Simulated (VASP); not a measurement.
# Ta (P6_322) in VASP: a series of runs

Runs on Ta. Level: r2SCAN. Tasks: single point.

Program: VASP 6.6.1. These are calculated values, not measurements. Logs are shortened: lines on timing, memory, paths and dates and some standing lists are left out, and cuts for length are marked.

## Step 1: The cell of the first run

The structure is hexagonal, space group P6_322 (No. 182). Conventional cell: a = 4.615 Å, b = 4.615 Å, c = 7.729 Å, α = 90.00°, β = 90.00°, γ = 120.00°. Ta (site symmetry 2) has 8 Ta at 2.48 to 2.70 Å within 3.3 Å. Within 3.3 Å of Ta (site symmetry 32) lie 6 Ta at 2.48 Å.

## Step 2: Single point, r2SCAN (strain -0.080 along x and y, -0.080 along z)

POSCAR reads:

```
Ta
1.0
    4.6148994293      0.0000000000      0.0000000000
   -2.3074497147      3.9966201417      0.0000000000
    0.0000000000      0.0000000000      7.7289341401
Ta
8
Direct
    0.0000000000      0.3235295489      0.0000000000
    0.3235295489      0.0000000000      0.0000000000
    0.6764704511      0.6764704511      0.0000000000
    0.0000000000      0.6764704511      0.5000000000
    0.6764704511      0.0000000000      0.5000000000
    0.3235295489      0.3235295489      0.5000000000
    0.6666666667      0.3333333333      0.7500000000
    0.3333333333      0.6666666667      0.2500000000
```

INCAR.step1 reads:

```
SYSTEM = Ta
ALGO = Normal ; EDIFF = 1E-4
ENCUT = 520 ; GGA = PE
ISMEAR = 0 ; LASPH = .TRUE.
LCHARG = .FALSE. ; LREAL = .FALSE.
LWAVE = .TRUE. ; NBANDS = 54
NELM = 80 ; PREC = Accurate
SIGMA = 0.15
```

INCAR.step2 reads:

```
SYSTEM = Ta
ALGO = Normal ; EDIFF = 1E-6
ENCUT = 520 ; ISIF = 2
ISMEAR = 0 ; ISTART = 1
LASPH = .TRUE. ; LCHARG = .FALSE.
LMIXTAU = .TRUE. ; LREAL = .FALSE.
LWAVE = .FALSE. ; METAGGA = R2SCAN
NBANDS = 54 ; NELM = 80
PREC = Accurate ; SIGMA = 0.15
```

KPOINTS reads:

```
k-points
0
G
  12 12 6
  0 0 0
```

Potentials or basis: VASP PAW PBE potentials, release 64 (Ta_pv).

Started as:

```bash
> cat potpaw_PBE.64/Ta_pv/POTCAR > POTCAR
> cp INCAR.step1 INCAR
> mpirun -np 1 vasp_std > vasp.out
> cp INCAR.step2 INCAR
> mpirun -np 1 vasp_std > vasp.out
```

OUTCAR:

```text
SYSTEM = Ta
   EDIFF = 1E-6
   ENCUT = 520
   ISIF = 2
   ISMEAR = 0
   ISTART = 1
   LASPH = .TRUE.
   LREAL = .FALSE.
   METAGGA = R2SCAN
   NELM = 80
   PREC = Accurate

 ion  position               nearest neighbor table
   1  0.000  0.324  0.000-   7 2.48   8 2.48   3 2.59   2 2.59   3 2.70   2 2.70   2 2.70   3 2.70

   2  0.324  0.000  0.000-   8 2.48   7 2.48   3 2.59   1 2.59   1 2.70   3 2.70   1 2.70   3 2.70

   3  0.676  0.676  0.000-   8 2.48   7 2.48   2 2.59   1 2.59   1 2.70   2 2.70   2 2.70   1 2.70

   4  0.000  0.676  0.500-   8 2.48   7 2.48   6 2.59   5 2.59   6 2.70   5 2.70   5 2.70   6 2.70

   5  0.676  0.000  0.500-   7 2.48   8 2.48   6 2.59   4 2.59   4 2.70   6 2.70   4 2.70   6 2.70

   6  0.324  0.324  0.500-   7 2.48   8 2.48   5 2.59   4 2.59   4 2.70   5 2.70   5 2.70   4 2.70

   7  0.667  0.333  0.750-   1 2.48   5 2.48   2 2.48   4 2.48   6 2.48   3 2.48
   8  0.333  0.667  0.250-   4 2.48   2 2.48   5 2.48   1 2.48   3 2.48   6 2.48

  LATTYP: Found a hexagonal cell.
 ALAT       =     4.6148994293
 C/A-ratio  =     1.6747784558

  Lattice vectors:

 A1 = (   4.6148994293,   0.0000000000,   0.0000000000)
 A2 = (  -2.3074497147,   3.9966201417,   0.0000000000)
 A3 = (   0.0000000000,   0.0000000000,   7.7289341401)

Analysis of symmetry for initial positions (statically):
=====================================================================
 Subroutine PRICEL returns:
 Original cell was already a primitive cell.

 Routine SETGRP: Setting up the symmetry group for a
 hexagonal supercell.

 Subroutine GETGRP returns: Found 12 space group operations
 (whereof  6 operations were pure point group operations)
 out of a pool of 24 trial point group operations.

The static configuration has the point symmetry D_3 .
 The point group associated with its full space group is D_6 .

Analysis of symmetry for dynamics (positions and initial velocities):
=====================================================================
 Subroutine PRICEL returns:
 Original cell was already a primitive cell.

 Routine SETGRP: Setting up the symmetry group for a
 hexagonal supercell.

 Subroutine GETGRP returns: Found 12 space group operations
 (whereof  6 operations were pure point group operations)
 out of a pool of 24 trial point group operations.

The dynamic configuration has the point symmetry D_3 .
 The point group associated with its full space group is D_6 .

 Subroutine INISYM returns: Found 12 space group operations
 (whereof  6 operations are pure point group operations),
 and found     1 'primitive' translations

----------------------------------------------------------------------------------------

                                     Primitive cell

  volume of cell :     142.5525

  direct lattice vectors                    reciprocal lattice vectors
     4.614899429  0.000000000  0.000000000     0.216689446  0.125105710  0.000000000
    -2.307449715  3.996620142  0.000000000     0.000000000  0.250211420  0.000000000
     0.000000000  0.000000000  7.728934140     0.000000000  0.000000000  0.129383946

  length of vectors
     4.614899429  4.614899429  7.728934140     0.250211420  0.250211420  0.129383946

  position of ions in fractional coordinates (direct lattice)
     0.000000000  0.323529549  0.000000000
     0.323529549  0.000000000  0.000000000
     0.676470451  0.676470451  0.000000000
     0.000000000  0.676470451  0.500000000
     0.676470451  0.000000000  0.500000000
     0.323529549  0.323529549  0.500000000
     0.666666667  0.333333333  0.750000000
     0.333333333  0.666666667  0.250000000

  ion indices of the primitive-cell ions
   primitive index   ion index
                 1           1
                 2           2
                 3           3
                 4           4
                 5           5
                 6           6
                 7           7
                 8           8

----------------------------------------------------------------------------------------

 KPOINTS: k-points

Automatic generation of k-mesh.
 Grid dimensions read from file:
 generate k-points for:   12   12    6

 Generating k-lattice:

  Cartesian coordinates                     Fractional coordinates (reciprocal lattice)
     0.018057454  0.010425476  0.000000000     0.083333333  0.000000000  0.000000000
     0.000000000  0.020850952  0.000000000     0.000000000  0.083333333  0.000000000
     0.000000000  0.000000000  0.021563991     0.000000000  0.000000000  0.166666667

  Length of vectors
     0.020850952  0.020850952  0.021563991

  Shift w.r.t. Gamma in fractional coordinates (k-lattice)
     0.000000000  0.000000000  0.000000000

 Subroutine IBZKPT returns following result:
 ===========================================

 Found     76 irreducible k-points:

 Following reciprocal coordinates:
            Coordinates               Weight
  0.000000  0.000000  0.000000      1.000000
  0.083333 -0.000000  0.000000      6.000000
  0.166667 -0.000000  0.000000      6.000000
  0.250000 -0.000000  0.000000      6.000000
  0.333333 -0.000000  0.000000      6.000000
  0.416667 -0.000000  0.000000      6.000000
[... 16 lines left out ...]
  0.250000 -0.000000  0.166667     12.000000
  0.333333 -0.000000  0.166667     12.000000
 [... further k-points ...]
   k-points           NKPTS =     76   k-points in BZ     NKDIM =     76   number of bands    NBANDS=     54
   number of dos      NEDOS =    301   number of ions     NIONS =      8
   total plane-waves  NPLWV =  77760
   dimension x,y,z NGX =    36 NGY =   36 NGZ =   60
   dimension x,y,z NGXF=    72 NGYF=   72 NGZF=  120
   ions per type =               8
   NGX,Y,Z   is equivalent  to a cutoff of  12.97, 12.97, 12.91 a.u.
   NGXF,Y,Z  is equivalent  to a cutoff of  25.94, 25.94, 25.81 a.u.
 SYSTEM =  Ta
   PREC   = accura    normal or accurate (medium, high low for compatibility)
   ISTART =      1    job   : 0-new  1-cont  2-samecut
   ICHARG =      0    charge: 1-file 2-atom 10-const
   ISPIN  =      1    spin polarized calculation?
   LNONCOLLINEAR =      F non collinear calculations
   LSORBIT =      F    spin-orbit coupling
   LASPH  =      T    aspherical Exc in radial PAW
   ENCUT  =  520.0 eV  38.22 Ry    6.18 a.u.   8.58  8.58 14.37*2*pi/ulx,y,z
   NELM   =     80;   NELMIN=  2; NELMDL=  0     # of ELM steps
   EDIFF  = 0.1E-05   stopping-criterion for ELM
   LREAL  =      F    real-space projection
   EDIFFG = 0.1E-04   stopping-criterion for IOM
   NSW    =      0    number of steps for IOM
   IBRION =     -1    ionic relax: 0-MD 1-quasi-New 2-CG
   NFREE  =      0    steps in history (QN), initial steepest desc. (CG)
   ISIF   =      2    stress and relaxation
   ISYM   =      2    0-nonsym 1-usesym 2-fastsym
   POTIM  = 0.5000    time-step for ionic-motion
   TEBEG  =    0.0;   TEEND  =   0.0 temperature during run
   PSTRESS=    0.0 pullay stress
   NELECT =      88.0000    total number of electrons
   NUPDOWN=      -1.0000    fix difference up-down
   EMIN   =  10.00;   EMAX   =-10.00  energy-range for DOS
   EFERMI =   0.00;   METHOD = LEGACY
   ISMEAR =     0;   SIGMA  =   0.15  broadening in eV -4-tet -1-fermi 0-gaus
   EFERMI_NEDOS =   21; number of points for ismear=-14 and -15
   IALGO  =     38    algorithm
   IMIX   =      4    mixing-type and parameters
     AMIX     =   0.40;   BMIX     =  1.00
     AMIX_MAG =   1.60;   BMIX_MAG =  1.00
  volume/ion in A,a.u.               =      17.82       120.25
  Fermi-wavevector in a.u.,A,eV,Ry     =   1.393940  2.634165 26.437063  1.943069
  Thomas-Fermi vector in A             =   2.517538
   LORBIT       =      0    0 simple, 1 ext, 2 COOP (PROOUT), +10 PAW based schemes
   METAGGA = R2SCAN    functional components
   LHFCALC =     F    Hartree Fock is set to
   AEXX    =    0.0000 exact exchange contribution
   IVDW    =     0    specifies the selected vdW correction
   LEPSILON=     F    determine dielectric tensor
   LRPA    =     F    only Hartree local field effects (RPA)
 non-spin polarized calculation
 Gauss-broadening in eV      SIGMA  =   0.15
  energy-cutoff  :      520.00
  volume of cell :      142.55
 maximum number of plane-waves:      3861
 NGX is ok and might be reduce to    36
   NGX = 17   NGY = 17   NGZ = 29

 number of electron      88.0000017 magnetization

 Free energy of the ion-electron system (eV)
  ---------------------------------------------------
  ext. energy  EPLUGINS =         0.00000000
  ---------------------------------------------------
  free energy    TOTEN  =      -372.06219059 eV

  energy without entropy =     -371.98608340  energy(sigma->0) =     -372.02413700

 E-fermi :   5.6557     XC(G=0): -13.4254

 val. band max:        5.6553043453   @ k =   0.4167   0.0833   0.1667
 cond. band min:       5.6569569126   @ k =   0.0000   0.0000   0.5000
 fundamental gap:      0.0016525672
 Fermi energy:         5.6556678415

 k-point     1 :       0.0000    0.0000    0.0000
  band No.  band energies     occupation
      1     -31.2430      2.00000
      2     -30.5505      2.00000
      3     -30.2445      2.00000
      4     -30.2445      2.00000
      5     -30.1871      2.00000
      6     -30.1871      2.00000
[... 46 lines left out ...]
     53       6.7152      0.00000
     54       9.4227      0.00000

 k-point     2 :       0.0833   -0.0000    0.0000
  band No.  band energies     occupation
      1     -31.2475      2.00000
      2     -30.6264      2.00000
      3     -30.3127      2.00000
      4     -30.2593      2.00000
      5     -30.1963      2.00000
      6     -30.1209      2.00000
[... 46 lines left out ...]
     53       6.9636      0.00000
     54       9.0025      0.00000
[... 1195 lines left out ...]
     53       7.6400      0.00000
     54       7.9711      0.00000

 k-point    24 :       0.3333   -0.0000    0.1667
  band No.  band energies     occupation
      1     -31.2418      2.00000
      2     -30.8263      2.00000
      3     -30.5879      2.00000
      4     -30.2355      2.00000
      5     -30.1930      2.00000
      6     -30.1041      2.00000
[... 46 lines left out ...]
     53       8.2708      0.00000
     54       8.4015      0.00000

 [... further k-points ...]

------------------------ aborting loop because EDIFF is reached ----------------------------------------

  FORCE on cell =-STRESS in cart. coord.  units (eV):
  Direction    XX          YY          ZZ          XY          YZ          ZX
  --------------------------------------------------------------------------------------
  -------------------------------------------------------------------------------------
  Total       49.1528755     49.1528755     40.5743762     -0.0000000      0.0000000      0.0000000
  in kB      552.4395862    552.4395862    456.0240148     -0.0000000      0.0000000      0.0000000
  external PRESSURE =     520.3010624 kB  Pullay stress =       0.0000000 kB

 VOLUME and BASIS-vectors are now :
 -----------------------------------------------------------------------------
  energy-cutoff  :      520.00
  volume of cell :      142.55
      direct lattice vectors                 reciprocal lattice vectors
     4.614899429  0.000000000  0.000000000     0.216689446  0.125105710  0.000000000
    -2.307449715  3.996620142  0.000000000     0.000000000  0.250211420  0.000000000
     0.000000000  0.000000000  7.728934140     0.000000000  0.000000000  0.129383946

 POSITION                                       TOTAL-FORCE (eV/Angst)
 -----------------------------------------------------------------------------------
     -0.74653      1.29302      0.00000         0.458776     -0.794623      0.000000
      1.49306      0.00000      0.00000        -0.917552      0.000000     -0.000000
      1.56092      2.70360      0.00000         0.458776      0.794623      0.000000
     -1.56092      2.70360      3.86447        -0.458776      0.794623      0.000000
      3.12184      0.00000      3.86447         0.917552      0.000000     -0.000000
      0.74653      1.29302      3.86447        -0.458776     -0.794623      0.000000
      2.30745      1.33221      5.79670         0.000000      0.000000      0.000000
     -0.00000      2.66441      1.93223         0.000000      0.000000      0.000000
 -----------------------------------------------------------------------------------
    total drift:                               -0.000000      0.000000      0.000000

  FREE ENERGIE OF THE ION-ELECTRON SYSTEM (eV)
  ---------------------------------------------------
  free  energy   TOTEN  =      -372.0621905911 eV

  energy  without entropy=     -371.9860834010  energy(sigma->0) =     -372.02413700
```

Run time: 60 min. Hardware: 1 thread of Intel Xeon 8259CL, shared host; peak memory 0.55 GiB.

What came out:

```
Free energy            : -372.0622 eV
Pressure               : 52.0 GPa
Largest force          : 0.918 eV/Å
Band gap on the k mesh : zero (bands 44 and 45 overlap by 0.67 eV)
```

Forces in eV/Å, atoms in the order of the input:
```
Ta   0.459 -0.795  0.000
Ta  -0.918  0.000  0.000
Ta   0.459  0.795  0.000
Ta  -0.459  0.795  0.000
Ta   0.918  0.000  0.000
Ta  -0.459 -0.795  0.000
Ta   0.000  0.000  0.000
Ta   0.000  0.000  0.000
```

Caveat: the cell differs from its parent crystal (strain -0.080 along x and y, -0.080 along z); the cell stands under pressure; the PAW data sets were made with another functional, which shifts forces and pressure a little; spin-orbit coupling is left out, which moves the levels of the heavy elements.

## Step 3: Single point, r2SCAN (strain -0.080 along x and y, +0.000 along z)

POSCAR, as its differences from that of step 2:

```diff
@@ -4,3 +4,3 @@
    -2.3074497147      3.9966201417      0.0000000000
-    0.0000000000      0.0000000000      7.7289341401
+    0.0000000000      0.0000000000      8.4010153697
 Ta
```

INCAR.step1 reads:

```
  PREC = Accurate
  ENCUT = 520
  ISMEAR = 0
  SIGMA = 0.15
  LREAL = False
  LASPH = True
  NELM = 80
  NBANDS = 54
  GGA = PE
  ALGO = Normal
  EDIFF = 1E-4
  LWAVE = True
  LCHARG = False
```

INCAR.step2 reads:

```
  PREC = Accurate
  ENCUT = 520
  EDIFF = 1E-6
  ISMEAR = 0
  SIGMA = 0.15
  LREAL = False
  LASPH = True
  NELM = 80
  ALGO = Normal
  ISIF = 2
  LWAVE = False
  LCHARG = True
  METAGGA = R2SCAN
  LMIXTAU = True
  LELF = True
  LVHAR = True
  NBANDS = 54
  ISTART = 1
```

KPOINTS reads:

```
Automatic mesh
0
Gamma
  12 12 6
```

Potentials or basis: VASP PAW PBE potentials, release 64 (Ta_pv).

Started as:

```bash
> cat potpaw_PBE.64/Ta_pv/POTCAR > POTCAR
> cp INCAR.step1 INCAR
> mpirun -np 1 vasp_std > vasp.out
> cp INCAR.step2 INCAR
> mpirun -np 1 vasp_std > vasp.out
```

It took 47 min on 1 thread of Oxide Virtual Turin-like, shared host; peak memory 0.55 GiB.

It converged, with:

```
Free energy            : -374.6224 eV
Pressure               : 32.5 GPa
Largest force          : 0.154 eV/Å
Band gap on the k mesh : zero (bands 44 and 45 overlap by 0.87 eV)
```

Forces on the atoms (eV/Å):
```
Ta  -0.077  0.134  0.000
Ta   0.154  0.000  0.000
Ta  -0.077 -0.134  0.000
Ta   0.077 -0.134  0.000
Ta  -0.154  0.000  0.000
Ta   0.077  0.134  0.000
Ta   0.000  0.000  0.000
Ta   0.000  0.000  0.000
```

Stress tensor (GPa, compression positive):
```
37.68  0.00  0.00
 0.00 37.68  0.00
 0.00  0.00 22.23
```

Levels at points of the mesh, in eV from the Fermi level:
```csv
k point,band 40,band 41,band 42,band 43,band 44,band 45,band 46,band 47,band 48,band 49
"(0.00, 0.00, 0.00)",-0.59,-0.56,-0.56,-0.25,-0.21,-0.03,0.00,0.00,0.12,0.29
"(0.50, 0.00, 0.00)",-1.34,-1.14,-1.08,-1.07,-0.77,-0.48,0.02,0.36,0.65,1.55
"(0.00, 0.00, 0.50)",-0.92,-0.38,-0.38,-0.10,-0.10,-0.08,-0.08,0.03,0.03,0.97
"(0.50, 0.00, 0.50)",-1.58,-1.38,-1.38,-0.65,-0.65,0.20,0.20,0.66,0.66,1.53
```

Caveat: the cell differs from its parent crystal (strain -0.080 along x and y, +0.000 along z); the cell stands under pressure; the PAW data sets were made with another functional, which shifts forces and pressure a little; spin-orbit coupling is left out, which moves the levels of the heavy elements.

## Step 4: Single point, r2SCAN (strain -0.080 along x and y, +0.040 along z)

POSCAR, as its differences from that of step 3:

```diff
@@ -4,3 +4,3 @@
    -2.3074497147      3.9966201417      0.0000000000
-    0.0000000000      0.0000000000      8.4010153697
+    0.0000000000      0.0000000000      8.7370559845
 Ta
```

INCAR.step1 reads:

```
SYSTEM = Ta
ALGO = Normal ; EDIFF = 1E-4
ENCUT = 520 ; GGA = PE
ISMEAR = 0 ; LASPH = .True.
LCHARG = .False. ; LREAL = .False.
LWAVE = .True. ; NBANDS = 54
NELM = 100 ; PREC = Accurate
SIGMA = 0.15
```

INCAR.step2 reads:

```
SYSTEM = Ta
ALGO = Normal ; EDIFF = 1E-6
ENCUT = 520 ; ISIF = 2
ISMEAR = 0 ; ISTART = 1
LASPH = .True. ; LCHARG = .False.
LMIXTAU = .True. ; LREAL = .False.
LWAVE = .False. ; METAGGA = R2SCAN
NBANDS = 54 ; NELM = 100
PREC = Accurate ; SIGMA = 0.15
```

KPOINTS reads:

```
k-points
0
Gamma
  12 12 6
  0 0 0
```

Started as:

```bash
> cat potpaw_PBE.64/Ta_pv/POTCAR > POTCAR
> cp INCAR.step1 INCAR
> mpirun -np 1 vasp_std > vasp.out
> cp INCAR.step2 INCAR
> mpirun -np 1 vasp_std > vasp.out
```

Wall time 63 min (1 thread of Oxide Virtual Turin-like, shared host); peak memory 0.58 GiB.

Results (log left out):

```yaml
Free_energy: -375.3176 eV
Pressure: 25.3 GPa
Largest_force: 0.539 eV/Å
Band_gap_on_the_k_mesh: zero (bands 44 and 45 overlap by 0.92 eV)
```

Forces in eV/Å, atoms in the order of the input:
```
Ta  -0.270  0.467  0.000
Ta   0.539  0.000  0.000
Ta  -0.270 -0.467  0.000
Ta   0.270 -0.467  0.000
Ta  -0.539  0.000  0.000
Ta   0.270  0.467  0.000
Ta   0.000  0.000  0.000
Ta   0.000  0.000  0.000
```

Stress tensor (GPa, compression positive):
```
30.92  0.00  0.00
 0.00 30.92  0.00
 0.00  0.00 13.93
```

Levels at points of the mesh, in eV from the Fermi level:
```csv
k point,band 41,band 42,band 43,band 44,band 45,band 46,band 47,band 48
"(0.00, 0.00, 0.00)",-0.55,-0.55,-0.33,-0.22,-0.18,0.00,0.00,0.02
"(0.50, 0.00, 0.00)",-1.07,-1.06,-0.98,-0.92,-0.49,-0.05,0.36,0.71
"(0.00, 0.00, 0.50)",-0.34,-0.34,-0.14,-0.14,-0.03,-0.03,0.02,0.02
"(0.50, 0.00, 0.50)",-1.30,-1.30,-0.69,-0.69,0.14,0.14,0.70,0.70
```

Caveat: the cell differs from its parent crystal (strain -0.080 along x and y, +0.040 along z); the cell stands under pressure; the PAW data sets were made with another functional, which shifts forces and pressure a little; spin-orbit coupling is left out, which moves the levels of the heavy elements.

## Step 5: The runs side by side

```csv
cell,gap on the mesh (eV),pressure (GPa),largest force (eV/Å)
"a = 4.615, b = 4.615, c = 7.729 Å, angles 90.0, 90.0, 120.0°, 8 atoms",none,52.0,0.92
"a = 4.615, b = 4.615, c = 8.401 Å, angles 90.0, 90.0, 120.0°, 8 atoms",none,32.5,0.15
"a = 4.615, b = 4.615, c = 8.737 Å, angles 90.0, 90.0, 120.0°, 8 atoms",none,25.3,0.54
```

Alike in all rows: task single point; level r2SCAN; potentials or basis VASP PAW PBE potentials, release 64 (Ta_pv); no spin polarisation; k mesh 12 × 12 × 6; cutoff (eV) 520; smearing gaussian 0.15 eV.

Caveats: the cell stands under pressure; the PAW data sets were made with another functional, which shifts forces and pressure a little; spin-orbit coupling is left out, which moves the levels of the heavy elements.

Total energies depend on the potentials used, so only differences within one code and one set of settings carry meaning.
